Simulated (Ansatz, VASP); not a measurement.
# One calculation of W, two programs

File INCAR:

```
SYSTEM = W
  PREC = Accurate
  ENCUT = 520
  EDIFF = 1E-6
  ISMEAR = -1
  SIGMA = 0.1
  LREAL = .False.
  LASPH = .True.
  NELM = 60
  ALGO = Normal
  ISIF = 2
  LWAVE = .False.
  LCHARG = .False.
  GGA = CA
  NBANDS = 13
```

KPOINTS

```
Automatic mesh
0
Gamma
  14 14 14
  0 0 0
```

File POSCAR:

```
W
1.0
    2.6925513868      0.0000000000      0.0000000000
    0.0000000000      2.6925513868      0.0000000000
    0.0000000000      0.0000000000      2.6925513868
W
1
Direct
    0.0000000000      0.0000000000      0.0000000000
```

Input for Ansatz:

```yaml
crystal:
  lattice:
    - [2.6925513868, 0.0, 0.0]
    - [0.0, 2.6925513868, 0.0]
    - [0.0, 0.0, 2.6925513868]
  atoms:
    - { symbol: W, position: [0.0, 0.0, 0.0] }
hamiltonian:
  xc: lda
  pseudopotentials:
    kind: paw
    azcp:
      W: "pseudopotentials/W.paw.azcp"
basis:
  ecutwfc: 420
  fft_grid_basis: typed
kpoints:
  mp_grid: { grid: [14, 14, 14], shift: [0, 0, 0] }
magnetization:
  spin_polarized: false
scf:
  occupations: { method: fermi_dirac, width: 0.1 }
  lower_state_search: "off"
output:
  stress: true
```

Alike in both runs: task single point; functional LDA; k mesh 14 × 14 × 14; occupations fermi-dirac, width 0.1 eV; no spin polarisation.

|  | VASP | Ansatz |
| --- | --- | --- |
| version | VASP 6.6.1 | Ansatz 0.2.0 |
| potentials or method | VASP PAW LDA potentials, release 64 (W_sv), cutoff 520 eV | plane waves (420 eV) with PAW, scalar-relativistic |
| valence electrons in the cell | 14 | 14 |

|  | VASP | Ansatz | Ansatz less VASP |
| --- | --- | --- | --- |
| pressure (GPa) | -20.5 | -21.4 | -0.96 |

Ansatz warns that its potentials were made for another functional, while VASP's fit it. LDA's correlation is that of Perdew and Zunger in VASP and of Perdew and Wang (1992) in Ansatz.

Spin-orbit coupling is off throughout.
